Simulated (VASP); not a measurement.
MoSe: single point with r2SCAN+U

Crystal: MoSe.

```xyz
2
Lattice="3.4707 0.0000 0.0000 -1.7353 3.0057 0.0000 0.0000 0.0000 4.3728" Properties=species:S:1:pos:R:3 pbc="T T T"
Mo    1.7185    1.0144    0.0869
Se    0.0407    2.0633    0.5178
```

```json
{
 "Program": "VASP 6.6.1",
 "Task": "single point",
 "Functional": "r2SCAN",
 "Potentials or basis": "VASP PAW PBE potentials, release 64 (Mo_sv, Se)",
 "Cutoff": "550 eV",
 "k mesh": "6 × 6 × 5",
 "Occupations": "methfessel-paxton, width 0.05 eV",
 "Spin": "no spin polarisation",
 "Hubbard terms": "Mo d U = 5.3 eV",
 "Dipole correction": "no",
 "Second try": "not_converged",
 "Further INCAR settings": "ALGO = All; EDIFF = 1e-06; NBANDS = 17"
}
```

| Quantity | Value |
| --- | --- |
| Pressure | 71.2 GPa |
| Largest force | 8.003 eV/Å |
| Band gap on the k mesh | zero (bands 10 and 11 overlap by 0.37 eV) |

Forces on the atoms (eV/Å):
```
Mo   2.385  2.209 -7.313
Se  -2.385 -2.209  7.313
```

Stress tensor (GPa, compression positive):
```
 92.95 -12.85  -3.71
-12.85 114.86  -3.41
 -3.71  -3.41   5.76
```

Levels at points of the mesh, in eV from the Fermi level:
| k point | band 6 | band 7 | band 8 | band 9 | band 10 | band 11 | band 12 | band 13 | band 14 | band 15 |
| --- | --- | --- | --- | --- | --- | --- | --- | --- | --- | --- |
| (0.00, 0.00, 0.00) | -6.76 | -6.54 | -4.74 | -0.66 | -0.61 | -0.38 | 5.30 | 7.73 | 8.54 | 8.59 |
| (0.50, 0.00, 0.00) | -6.89 | -4.46 | -4.17 | -0.69 | -0.64 | 1.02 | 2.08 | 2.97 | 5.70 | 8.30 |
| (0.00, 0.50, 0.00) | -6.60 | -4.48 | -3.92 | -0.89 | -0.78 | 0.41 | 2.13 | 2.42 | 5.68 | 8.50 |
| (0.50, 0.50, 0.00) | -6.66 | -4.50 | -3.96 | -0.89 | -0.72 | 0.53 | 2.13 | 2.52 | 5.68 | 8.47 |

Eigenvalues of the final occupation matrices:
```
    site  spin  trace               eigenvalues
site 1 d     1   2.48  0.16 0.52 0.53 0.61 0.66
site 1 d     2   2.48  0.16 0.52 0.53 0.61 0.66
```

It took 2.6 min on 4 MPI ranks on Intel(R) Xeon(R) Platinum 8375C CPU @ 2.90GHz (Ice Lake) (shared host), peak memory 0.28 GiB a rank.

Caveat: the stress differs along the axes, from 6 to 115 GPa; the PAW data sets were made with another functional, which shifts forces and pressure a little; U without spin polarisation on a metal has little footing.
